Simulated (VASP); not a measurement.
WC:

```
CELL_PARAMETERS angstrom
2.90650 0.00000 0.00000
-1.45325 2.51710 0.00000
0.00000 0.00000 2.83660
ATOMIC_POSITIONS crystal
W 0.00000 0.00000 0.00000
C 0.66667 0.33333 0.50000
```

* Program: VASP 6.6.1
* Task: relaxation of cell and atoms
* Functional: PBE
* Potentials or basis: VASP PAW PBE potentials, release 64 (W_sv, C)
* Cutoff: 600 eV
* k mesh: 10 × 10 × 9
* Occupations: fermi-dirac, width 0.05 eV
* Spin: no spin polarisation
* Hubbard terms: W d U = 4.0 eV

At the start: pressure 15.6 GPa; volume 10.38 Å³/atom.

Problem. How do energy, volume and symmetry change on relaxing?

Solution. Over 9 steps the energy falls by 19.4 meV/atom and the volume is 10.79 Å³/atom (+4.0 %); space group P-6m2 (No. 187, to 0.1 Å) before and after.

Step by step:
| step | energy change (eV) | largest force (eV/Å) | pressure (GPa) | volume (Å³) |
| --- | --- | --- | --- | --- |
| 1 | 0.0000 | 0.0000 | 15.58 | 20.75 |
| 2 | 0.2119 | 0.0000 | -30.94 | 23.93 |
| 3 | -0.0385 | 0.0000 | -0.57 | 21.60 |
| 4 | -0.0385 | 0.0000 | 0.01 | 21.57 |
| 5 | -0.0385 | 0.0000 | 0.26 | 21.56 |
| 6 | -0.0386 | 0.0000 | 0.26 | 21.57 |
| 7 | -0.0387 | 0.0000 | 0.31 | 21.56 |
| 8 | -0.0387 | 0.0000 | -0.56 | 21.61 |
| 9 | -0.0387 | 0.0000 | 0.01 | 21.58 |

Final structure:
```
W C
1.0
     2.94628    0.00000    0.00000
    -1.47314    2.55155    0.00000
     0.00000    0.00000    2.87032
W C
1 1
Direct
  0.00000 0.00000 0.00000
  0.66667 0.33333 0.50000
```

Caveat: U without spin polarisation on a metal has little footing; the U is typed as a test and isn't derived for this compound.
